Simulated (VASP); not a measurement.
# Mg2Sn (Fm-3m) in VASP: elastic constants with LDA

Aim: the elastic constants of Mg2Sn with LDA.

Everything below comes from runs of VASP 6.6.1. Logs are shortened: lines on timing, memory, paths and dates and some standing lists are left out, and cuts for length are marked.

## (1) The cell of the first run

It takes space group Fm-3m (No. 225, cubic). The conventional cell has a = 5.978 Å, b = 5.978 Å, c = 5.978 Å, α = 90.00°, β = 90.00°, γ = 90.00°. Mg (site symmetry -43m) has 4 Sn at 2.59 Å and 6 Mg at 2.99 Å within 3.4 Å. Within 3.4 Å of Sn (site symmetry m-3m) lie 8 Mg at 2.59 Å.

## (2) Elastic constants, LDA

Input file INCAR:

```
PREC     = Accurate       # precision mode
ENCUT    = 600            # plane-wave cutoff, eV
EDIFF    = 1E-8           # SCF threshold, eV
ISMEAR   = -1             # smearing method
SIGMA    = 0.08           # smearing width, eV
LREAL    = F              # projectors in reciprocal space
LASPH    = T              # aspherical terms in the spheres
NELM     = 120            # most SCF steps
ALGO     = Normal         # electronic algorithm
ISIF     = 3              # what is computed and relaxed
LWAVE    = F              # write WAVECAR
LCHARG   = T              # write CHGCAR
NBANDS   = 16             # bands
IBRION   = 6              # ionic algorithm
NFREE    = 2            
POTIM    = 0.015          # step
NSW      = 1              # ionic steps
GGA_COMPAT= F
```

Input file KPOINTS:

```
Automatic mesh
0
Gamma
  10 10 10
```

Input file POSCAR:

```
Mg2Sn
1.0
    0.0000000000      2.9890228246      2.9890228246
    2.9890228246      0.0000000000      2.9890228246
    2.9890228246      2.9890228246      0.0000000000
Mg Sn
2 1
Direct
    0.2500000000      0.2500000000      0.2500000000
    0.7500000000      0.7500000000      0.7500000000
    0.0000000000      0.0000000000      0.0000000000
```

Potentials or basis: VASP PAW LDA potentials, release 64 (Mg, Sn_d).

The run is started by

```console
> cat potpaw_LDA.64/Mg/POTCAR potpaw_LDA.64/Sn_d/POTCAR > POTCAR
> mpirun -np 1 vasp_std > vasp.out
```

OUTCAR:

```text
PREC = Accurate
   ENCUT = 600
   EDIFF = 1E-8
   ISMEAR = -1
   LREAL = F
   LASPH = T
   NELM = 120
   ISIF = 3
   IBRION = 6
   NFREE = 2
   POTIM = 0.015
   NSW = 1

 ion  position               nearest neighbor table
   1  0.250  0.250  0.250-   3 2.59   3 2.59   3 2.59   3 2.59   2 2.99   2 2.99   2 2.99   2 2.99
                             2 2.99   2 2.99
   2  0.750  0.750  0.750-   3 2.59   3 2.59   3 2.59   3 2.59   1 2.99   1 2.99   1 2.99   1 2.99
                             1 2.99   1 2.99
   3  0.000  0.000  0.000-   2 2.59   2 2.59   2 2.59   1 2.59   2 2.59   1 2.59   1 2.59   1 2.59

  LATTYP: Found a face centered cubic cell.
 ALAT       =     5.9780456492

  Lattice vectors:

 A1 = (   0.0000000000,   2.9890228246,   2.9890228246)
 A2 = (   2.9890228246,   0.0000000000,   2.9890228246)
 A3 = (   2.9890228246,   2.9890228246,   0.0000000000)

Analysis of symmetry for initial positions (statically):
=====================================================================
 Subroutine PRICEL returns:
 Original cell was already a primitive cell.

 Routine SETGRP: Setting up the symmetry group for a
 face centered cubic supercell.

 Subroutine GETGRP returns: Found 48 space group operations
 (whereof 48 operations were pure point group operations)
 out of a pool of 48 trial point group operations.

The static configuration has the point symmetry O_h .

Analysis of symmetry for dynamics (positions and initial velocities):
=====================================================================
 Subroutine PRICEL returns:
 Original cell was already a primitive cell.

 Routine SETGRP: Setting up the symmetry group for a
 face centered cubic supercell.

 Subroutine GETGRP returns: Found 48 space group operations
 (whereof 48 operations were pure point group operations)
 out of a pool of 48 trial point group operations.

The dynamic configuration has the point symmetry O_h .

[... 796 lines left out ...]
      5     -14.0081      2.00000
      6      -2.0890      2.00000
[... 8 lines left out ...]
     15      16.5473      0.00000
     16      17.5739      0.00000

 [... further k-points ...]

------------------------ aborting loop because EDIFF is reached ----------------------------------------

  FORCE on cell =-STRESS in cart. coord.  units (eV):
  Direction    XX          YY          ZZ          XY          YZ          ZX
  --------------------------------------------------------------------------------------
  -------------------------------------------------------------------------------------
  Total        9.9216163      9.9277327      9.9277327      0.0000000      0.0000000     -0.0000000
  in kB      297.6290503    297.8125321    297.8125321      0.0000000      0.0000000     -0.0000000
  external PRESSURE =     297.7513715 kB  Pullay stress =       0.0000000 kB
[... 18 lines left out ...]
  FREE ENERGIE OF THE ION-ELECTRON SYSTEM (eV)
  ---------------------------------------------------
  free  energy   TOTEN  =        -7.5182070496 eV

  energy  without entropy=       -7.5114906900  energy(sigma->0) =       -7.51484887

 INTERNAL STRAIN TENSORS FROM STRAINED CELLS
 ============================================

 INTERNAL STRAIN TENSOR FOR ION    1 for displacements in x,y,z  (eV/Angst):
          X           Y           Z          XY          YZ          ZX
  --------------------------------------------------------------------------------
  x     0.00000    -0.00000    -0.00000     0.00000   -10.55950     0.00000
  y    -0.00000    -0.00000    -0.00000     0.00000    -0.00000   -10.55953
  z    -0.00000     0.00000    -0.00000   -10.55941    -0.00000    -0.00000

 INTERNAL STRAIN TENSORS FROM DISPLACED ATOMS
 ============================================

 INTERNAL STRAIN TENSOR FOR ION    1 for displacements in x,y,z  (eV/Angst):
          X           Y           Z          XY          YZ          ZX
  --------------------------------------------------------------------------------
  x     0.00000    -0.00000    -0.00000     0.00000   -10.55640     0.00000
  y     0.00000     0.00000     0.00000     0.00000     0.00000   -10.55640
  z    -0.00000    -0.00000     0.00000   -10.55640     0.00000     0.00000

 INTERNAL STRAIN TENSOR FOR ION    3 for displacements in x,y,z  (eV/Angst):
          X           Y           Z          XY          YZ          ZX
  --------------------------------------------------------------------------------
  x     0.00000     0.00000     0.00000     0.00000     0.00000     0.00000
  y     0.00000     0.00000     0.00000     0.00000     0.00000     0.00000
  z     0.00000     0.00000     0.00000     0.00000     0.00000     0.00000

 Eigenvectors and eigenvalues of the dynamical matrix
 ----------------------------------------------------

   1 f  =   10.386069 THz    65.257595 2PiTHz  346.441964 cm-1    42.953310 meV
             X         Y         Z           dx          dy          dz
      1.494511  1.494511  1.494511     0.706007    0.039418   -0.000000
      4.483534  4.483534  4.483534    -0.706007   -0.039418    0.000000
      0.000000  0.000000  0.000000     0.000000    0.000000    0.000000
[... 43 lines left out ...]
   9 f/i=    0.001599 THz     0.010048 2PiTHz    0.053342 cm-1     0.006614 meV
             X         Y         Z           dx          dy          dz
      1.494511  1.494511  1.494511     0.378889    0.025033   -0.031662
      4.483534  4.483534  4.483534     0.378889    0.025033   -0.031662
      0.000000  0.000000  0.000000     0.837655    0.055344   -0.069999

--------------------------------------------------------------------------------------------------------

 ELASTIC MODULI CONTR FROM IONIC RELAXATION (kBar)
 Direction    XX          YY          ZZ          XY          YZ          ZX
 --------------------------------------------------------------------------------
 XX          -0.0000     -0.0000     -0.0000     -0.0000      0.0000      0.0000
 YY          -0.0000     -0.0000     -0.0000     -0.0000     -0.0000      0.0000
 ZZ          -0.0000     -0.0000     -0.0000      0.0000     -0.0000      0.0000
 XY          -0.0000     -0.0000      0.0000   -623.2436      0.0000      0.0000
 YZ           0.0000     -0.0000     -0.0000      0.0000   -623.2436      0.0000
 ZX           0.0000      0.0000      0.0000      0.0000      0.0000   -623.2436
 --------------------------------------------------------------------------------

 TOTAL ELASTIC MODULI (kBar)
 Direction    XX          YY          ZZ          XY          YZ          ZX
 --------------------------------------------------------------------------------
 XX        1713.2795   1015.9005   1015.9005     -0.0000     -0.0000      0.0000
 YY        1015.9005   1713.2795   1015.9005     -0.0000     -0.0000     -0.0000
 ZZ        1015.9005   1015.9005   1713.2795      0.0000     -0.0000     -0.0000
 XY          -0.0000     -0.0000      0.0000    475.0722      0.0000      0.0000
 YZ          -0.0000     -0.0000     -0.0000      0.0000    475.0722      0.0000
 ZX           0.0000     -0.0000     -0.0000      0.0000      0.0000    475.0722
 --------------------------------------------------------------------------------
```

OSZICAR:

```text
N       E                     dE             d eps       ncg     rms          rms(c)
DAV:   1     0.107772409583E+03    0.10777E+03   -0.92666E+03  1512   0.148E+03
DAV:   2     0.654112004780E+00   -0.10712E+03   -0.10346E+03  1608   0.354E+02
DAV:   3    -0.773263957839E+01   -0.83868E+01   -0.83529E+01  1984   0.791E+01
DAV:   4    -0.793008502161E+01   -0.19745E+00   -0.19742E+00  1768   0.131E+01
[... 193 lines left out ...]
DAV:   3    -0.751827883032E+01    0.23904E-03   -0.69659E-04  4528   0.240E-01    0.585E-02
DAV:   4    -0.751820752788E+01    0.71302E-04   -0.12419E-04  4224   0.845E-02    0.964E-03
DAV:   5    -0.751820709672E+01    0.43116E-06   -0.10304E-05  4112   0.281E-02    0.456E-03
DAV:   6    -0.751820705471E+01    0.42014E-07   -0.13723E-06  5136   0.982E-03    0.276E-03
DAV:   7    -0.751820704960E+01    0.51091E-08   -0.26502E-08  3792   0.173E-03
  17 F= -.75182070E+01 E0= -.75148489E+01  d E =-.671636E-02
```

stdout:

```text
POSCAR found type information on POSCAR MgSn
 POSCAR found :  2 types and       3 ions
 scaLAPACK will be used
 LDA part: xc-table for (Slater(with rela. corr.)+CA(PZ))
 , standard interpolation
 POSCAR, INCAR and KPOINTS ok, starting setup
 FFT: planning ... GRIDC
 FFT: planning ... GRID_SOFT
 FFT: planning ... GRID
 WAVECAR not read
 entering main loop
 Found     2 degrees of freedom:
 Adding 6 more for cell shape distortion
 Finite differences POTIM= 0.01500 DOF=   8
 bond charge predicted
 Finite differences progress:
 bond charge predicted
 Finite differences progress:
 bond charge predicted
 Finite differences progress:
 bond charge predicted
 Finite differences progress:
 bond charge predicted
 Finite differences progress:
 bond charge predicted
 Finite differences progress:
 bond charge predicted
 Finite differences progress:
 bond charge predicted
 Finite differences progress:
 bond charge predicted
 Finite differences progress:
 bond charge predicted
 Finite differences progress:
 bond charge predicted
 Finite differences progress:
 bond charge predicted
 Finite differences progress:
 bond charge predicted
 Finite differences progress:
 bond charge predicted
 Finite differences progress:
 bond charge predicted
 Finite differences progress:
 bond charge predicted
 Finite differences progress:
```

Wall time 69 min (1 thread of Oxide Virtual Turin-like, shared host); peak memory 0.55 GiB.

Results:

| Item | Value |
| --- | --- |
| Elastic constants C11, C12, C44 | 171, 102, 48 GPa |
| Voigt bulk modulus | 125 GPa |
| Highest phonon frequency at Γ | 346 cm⁻¹ |

Phonon frequencies in cm⁻¹ (negative: imaginary):
| q point | frequencies |
| --- | --- |
| (0.000, 0.000, 0.000) | 0 0 0 324 324 324 346 346 346 |

Elastic tensor in Voigt notation (GPa, in the Cartesian axes of the cell as first typed):
```
171 102 102   0   0   0
102 171 102   0   0   0
102 102 171   0   0   0
  0   0   0  48   0   0
  0   0   0   0  48   0
  0   0   0   0   0  48
```

Clamped-ion elastic tensor (GPa):
```
171 102 102   0   0   0
102 171 102   0   0   0
102 102 171   0   0   0
  0   0   0 110   0   0
  0   0   0   0 110   0
  0   0   0   0   0 110
```

Caveat: the cell is under stress, which shifts elastic constants; spin-orbit coupling is left out, which moves the levels of the heavy elements.
